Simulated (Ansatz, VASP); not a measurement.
# InP in VASP and in Ansatz

```xyz
8
Lattice="4.4970 0.0000 0.0000 0.0000 4.4970 0.0000 0.0000 0.0000 8.9694" Properties=species:S:1:pos:R:3 pbc="T T T"
In    0.5009    2.2485    2.2423
In    2.2485    3.9961    4.4847
In    2.2485    0.5009    0.0000
In    3.9961    2.2485    6.7270
P     0.0000    2.7494    4.4847
P     1.7476    0.0000    2.2423
P     2.7494    0.0000    6.7270
P     0.0000    1.7476    0.0000
```

Alike in both runs: task single point; functional PBE; k mesh 4 × 4 × 2; occupations gaussian, width 0.1 eV; no spin polarisation.

|  | VASP | Ansatz |
| --- | --- | --- |
| version | VASP 6.6.1 | Ansatz 0.2.0 |
| potentials or method | VASP PAW PBE potentials, release 64 (In_d, P), cutoff 520 eV | scalar-relativistic, plane waves, PAW |
| valence electrons in the cell | 72 | 72 |

```csv
,VASP,Ansatz,Ansatz less VASP
gap on the k mesh at the Fermi level (eV),0.45,0.46,+0.004
least direct gap on the mesh (eV),0.60,0.60,0.000
pressure (GPa),16.6,16.7,+0.14
"traceless stress, the component that is largest in VASP (GPa)",16.75,16.94,+0.195
rms of the force components (eV/Å),0.116,0.120,+0.0031
```

Atom by atom the forces differ by 0.004 eV/Å (rms over components). The functional is the same, so the differences come from potentials, cutoffs and numerics.
